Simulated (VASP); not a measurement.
Runs of VASP 6.6.1 on SrFe3. The structure is that of space group Pm-3m (No. 221), or close to it. The cells are those of the table. 

```csv
cell,gap on the mesh (eV),pressure (GPa),moment (μB)
"a = 3.947 Å, 4 atoms",none,3.9,7.35
"a = 4.054 Å, 4 atoms",none,-2.5,7.59
"a = 4.028 Å, 4 atoms",none,-1.1,(a)
"a = 3.974 Å, 4 atoms",none,2.1,(b)
"a = 4.001 Å, 4 atoms",none,0.4,(c)
```

Alike in all rows: task single point; level PBEsol; potentials or basis VASP PAW PBE potentials, release 64 (Sr_sv, Fe); spin collinear, ferromagnetic start; k mesh 8 × 8 × 8; cutoff (eV) 520; smearing gaussian 0.05 eV.

Task: Fill in the values left out.

Result: (a) 7.53; (b) 7.42; (c) 7.48.

Caveats: the PAW data sets were made with another functional, which shifts forces and pressure a little.

A k mesh can miss the band edges, and the runs leave out spin-orbit coupling on Sr.

A gap of «none» marks levels without a gap at the run's occupations.
